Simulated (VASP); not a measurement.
Set up this calculation in VASP 6.6.1, as the native input.

* Task: single point
* Functional: PBEsol
* Potentials or basis: VASP PAW PBE potentials, release 64 (Ti_sv)
* Cutoff: 520 eV
* k mesh: 20 × 20 × 20
* Occupations: gaussian, width 0.15 eV
* Spin: no spin polarisation
* Dipole correction: no
* Further INCAR settings: ALGO = Fast; EDIFF = 1e-06; NBANDS = 12

The structure of Ti lies in POSCAR:

```
Ti
1.0
   -1.6245900000      1.6410000000      1.6410000000
    1.6245900000     -1.6410000000      1.6410000000
    1.6245900000      1.6410000000     -1.6410000000
Ti
1
Direct
    0.0000000000      0.0000000000      0.0000000000
```

This isn't the form of Ti at room conditions, which is hcp.

This cell differs from its parent crystal: strain -0.0100 x Voigt [1, 0, 0, 0, 0, 0].

The input as run:

INCAR

```
PREC = Accurate ; ENCUT = 520
EDIFF = 1E-6 ; ISMEAR = 0
SIGMA = 0.15 ; LREAL = False
LASPH = True ; NELM = 80
ALGO = Fast ; ISIF = 2
LWAVE = False ; LCHARG = False
GGA = PS ; NBANDS = 12
```

KPOINTS

```
Automatic mesh
0
Gamma
  20 20 20
```

Potentials or basis: VASP PAW PBE potentials, release 64 (Ti_sv).

Run with:

```bash
$ cat potpaw_PBE.64/Ti_sv/POTCAR > POTCAR
$ mpirun -np 1 vasp_std > vasp.out
```

Results of the run:

The pressure is -6.0 GPa and the band gap on the k mesh is zero (bands 6 and 7 overlap by 1.63 eV).

Caveat: the cell differs from its parent crystal (strain -0.0100 x Voigt [1, 0, 0, 0, 0, 0]); the cell stands under tension; the PAW data sets were made with another functional, which shifts forces and pressure a little.

It took 67 s on 1 thread of Intel(R) Xeon(R) 6975P-C (Granite Rapids) (shared host), peak memory 0.24 GiB.
